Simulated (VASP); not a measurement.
Wanted: the native input for a VASP 6.6.1 run.

- Task: single point
- Functional: PBE
- Potentials or basis: VASP PAW PBE potentials, release 64 (Ba_sv, Er_3), 4f in core
- Cutoff: 500 eV
- k mesh: 3 × 3 × 3
- Occupations: gaussian, width 0.2 eV
- Spin: no spin polarisation
- Dipole correction: no
- Mended: yes
- Further INCAR settings: ALGO = Normal; EDIFF = 1e-06; NBANDS = 32

The structure of Ba4Er lies in POSCAR:

```
Ba4Er
1.0
    6.6951608116      0.0000000000      0.0000000000
    0.0000000000      6.6951608116      0.0000000000
    0.0000000000      0.0000000000      6.6951608116
Ba Er
4 1
Direct
    0.0000000000      0.5000000000      0.5000000000
    0.5000000000      0.0000000000      0.5000000000
    0.5000000000      0.5000000000      0.0000000000
    0.0000000000      0.0000000000      0.0000000000
    0.5000000000      0.5000000000      0.5000000000
```

The cell was built from a structure type or drawn by symmetry, and may not be a known phase.

The input as run:

INCAR

```
SYSTEM = Ba4Er
PREC     = Accurate       ! precision mode
ENCUT    = 500            ! plane-wave cutoff, eV
EDIFF    = 1E-6           ! SCF threshold, eV
ISMEAR   = 0              ! smearing method
SIGMA    = 0.2            ! smearing width, eV
LREAL    = .False.        ! projectors in reciprocal space
LASPH    = .True.         ! aspherical terms in the spheres
NELM     = 200            ! most SCF steps
ALGO     = Normal         ! electronic algorithm
ISIF     = 2              ! what is computed and relaxed
LWAVE    = .False.        ! write WAVECAR
LCHARG   = .True.         ! write CHGCAR
GGA      = PE             ! functional
LELF     = .True.         ! ELF
LVHAR    = .True.       
NBANDS   = 32             ! bands
GGA_COMPAT= .False.      
LMAXMIX  = 6              ! l up to which the mixer works
```

KPOINTS

```
Automatic mesh
0
Gamma
  3 3 3
  0 0 0
```

Potentials or basis: VASP PAW PBE potentials, release 64 (Ba_sv, Er_3), 4f in core.

The run is started by

```sh
$ cat potpaw_PBE.64/Ba_sv/POTCAR potpaw_PBE.64/Er_3/POTCAR > POTCAR
$ mpirun -np 1 vasp_std > vasp.out
```

It gave:

```
Pressure               : 0.5 GPa
Band gap on the k mesh : zero (an odd number of electrons rules out a gap without spin polarisation)
```

Caveat: spin-orbit coupling is left out, which moves the levels of the heavy elements; the 4f electrons are frozen in the core, so they carry no moment and show no levels.

It took 30 s on 1 thread of AMD EPYC 9R45 96-Core Processor (Zen 5), on a shared host, peak memory 0.31 GiB.
